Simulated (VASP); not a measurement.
Here is a VASP 6.6.1 calculation.

Contents of INCAR:

```
PREC = Accurate
ENCUT = 600
EDIFF = 1E-6
ISMEAR = 0
SIGMA = 0.1
LREAL = False
LASPH = True
NELM = 120
ALGO = Normal
ISIF = 2
LWAVE = False
LCHARG = True
GGA = CA
LELF = True
LVHAR = True
NBANDS = 11
GGA_COMPAT = False
```

KPOINTS

```
Automatic mesh
0
Gamma
  4 4 4
```

File POSCAR:

```
BeTe
1.0
    0.0000000000      2.8314587876      2.8314587876
    2.8314587876      0.0000000000      2.8314587876
    2.8314587876      2.8314587876      0.0000000000
Be Te
1 1
Direct
    0.0000000000      0.0000000000      0.0000000000
    0.7500000000      0.7500000000      0.7500000000
```

Potentials or basis: VASP PAW LDA potentials, release 64 (Be, Te).

Run with:

```sh
$ cat potpaw_LDA.64/Be/POTCAR potpaw_LDA.64/Te/POTCAR > POTCAR
$ mpirun -np 1 vasp_std > vasp.out
```

Task: Predict the pressure.

Result: -2.7 GPa.

Task: Predict the band gap on the k mesh.

Result: 1.89 eV, indirect (least direct gap 3.58 eV).

Caveat: the k points lie up to 0.48 Å⁻¹ apart; spin-orbit coupling is left out, which moves the levels of the heavy elements. LDA gaps usually lie below the measured ones, often by a third to a half.
